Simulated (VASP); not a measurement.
Runs of VASP 6.6.1 on MoS2. It takes space group P6_3/mmc (No. 194, hexagonal). Conventional cell: a = 3.173 Å, b = 3.173 Å, c = 12.436 Å, α = 90.00°, β = 90.00°, γ = 120.00°. Within 3.2 Å of Mo (site symmetry -6m2) lie 6 S at 2.40 Å and 6 Mo at 3.17 Å. Within 3.2 Å of S (site symmetry 3m) lie 3 Mo at 2.40 Å and 7 S at 3.11 to 3.17 Å. 

| task | level | potentials or basis | spin | k mesh | cutoff (eV) | smearing | gap on the mesh (eV) | pressure (GPa) | largest force (eV/Å) |
| --- | --- | --- | --- | --- | --- | --- | --- | --- | --- |
| single point | PBE | VASP PAW PBE potentials, release 64 (Mo_sv, S) | off | 6 × 6 × 2 | 520 | gaussian 0.01 eV | 0.95 | 2.3 | 0.10 |
| single point | r2SCAN | VASP PAW PBE potentials, release 64 (Mo_sv, S) | off | 12 × 12 × 2 | 520 | gaussian 0.01 eV | 1.05 | 1.2 | 0.05 |
| dielectric tensor | PBE | VASP PAW PBE potentials, release 64 (Mo_sv, S) | off | 9 × 9 × 2 | 400 | gaussian 0.01 eV | 1.02 | - | - |
| single point | PBE | VASP PAW PBE potentials, release 64 (Mo_sv, S) | off | 12 × 12 × 2 | 520 | gaussian 0.01 eV | 0.95 | 2.3 | 0.10 |
| single point | PBE | VASP PAW PBE potentials, release 64 (Mo_sv, S) | off | 12 × 12 × 2 | 520 | fermi-dirac 0.02 eV | 0.95 | 2.3 | 0.10 |
| single point | LDA | VASP PAW LDA potentials, release 64 (Mo_sv, S) | off | 12 × 12 × 2 | 520 | gaussian 0.01 eV | (b) | (a) | 0.31 |
| single point | PBE | VASP PAW PBE potentials, release 64 (Mo_sv, S) | non-collinear, zero start, SOC | 12 × 12 × 2 | 520 | fermi-dirac 0.02 eV | - | 2.3 | 0.10 |

Alike in all rows: cell as given.

Question: Estimate the missing entries.

Answer: (a) -5.1; (b) 0.87.

Caveats: this functional lacks dispersion, which binds the layers, so the pressure and a relaxed spacing across them are unreliable (at least some runs); the PAW data sets were made with another functional, which shifts forces and pressure a little (at least some runs); an odd mesh through Γ misses points on the zone boundary, where band edges can lie (at least some runs); the cell stands under tension (at least some runs).

A k mesh can miss the band edges, and rows without SOC leave out spin-orbit coupling on Mo.
